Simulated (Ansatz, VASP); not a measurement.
# SbTeS: VASP beside Ansatz

```xyz
3
Lattice="3.7986 0.0000 0.0000 0.0000 3.7986 0.0000 0.0000 0.0000 6.2021" Properties=species:S:1:pos:R:3 pbc="T T T"
Sb    1.8993    1.8993    3.1011
Te    1.8993    1.8993    0.0000
S     0.0000    0.0000    0.0000
```

Change from the starting cell: species swapped into the MgNiH type (P4/mmm, No. 123).

Alike in both runs: functional PBE; k mesh 12 × 12 × 8; occupations gaussian, width 0.1 eV; no spin polarisation.

Ansatz relaxed the structure, and its values are those at the end. VASP's run is a single point on that final structure, the one shown.

|  | VASP | Ansatz |
| --- | --- | --- |
| version | VASP 6.6.1 | Ansatz 0.2.0 |
| potentials or method | VASP PAW PBE potentials, release 64 (Sb, Te, S), cutoff 520 eV | scalar-relativistic, plane waves, PAW |
| valence electrons in the cell | 17 | 37 |

|  | VASP | Ansatz | Ansatz less VASP |
| --- | --- | --- | --- |
| gap on the k mesh at the Fermi level (eV) | none | none | - |
| pressure (GPa) | -0.1 | 0.0 | +0.10 |

A gap of «none» marks a metal or a gap that the smearing closes. With one functional, cell and mesh, what is left measures potentials, basis and numerics. VASP's potentials hold 17 valence electrons a cell and Ansatz's 37, so a difference there can come from the potentials and not from the codes.

Neither program's run includes spin-orbit coupling.
